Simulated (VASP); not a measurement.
Here is a VASP 6.6.1 calculation.

The input INCAR:

```
SYSTEM = Ga
PREC = Accurate ; ENCUT = 520
EDIFF = 1E-8 ; ISMEAR = -1
SIGMA = 0.05 ; LREAL = .False.
LASPH = .True. ; NELM = 100
ALGO = Normal ; ISIF = 2
LWAVE = .False. ; LCHARG = .False.
GGA = PS ; IBRION = 8
NSW = 1
```

File KPOINTS:

```
regular mesh
0
Gamma
  7 7 6
  0 0 0
```

File POSCAR:

```
Ga
1.0
    1.3830000000     -4.0265000000      0.0000000000
    1.3830000000      4.0265000000      0.0000000000
   -0.1174474948      0.0000000000      3.3299294416
Ga
2
Direct
    0.1310000000      0.8690000000      0.7500000000
    0.8690000000      0.1310000000      0.2500000000
```

Potentials or basis: VASP PAW PBE potentials, release 64 (Ga_d).

Launch:

```console
$ cat potpaw_PBE.64/Ga_d/POTCAR > POTCAR
$ mpirun -np 1 vasp_std > vasp.out
```

What does it give for the highest phonon frequency at Γ?

193 cm⁻¹.

Phonon frequencies in cm⁻¹ (negative: imaginary):
```tsv
q point	frequencies
(0.000, 0.000, 0.000)	0 0 0 27 127 193
```

Caveat: the cell stands under pressure or tension, which shifts response properties.
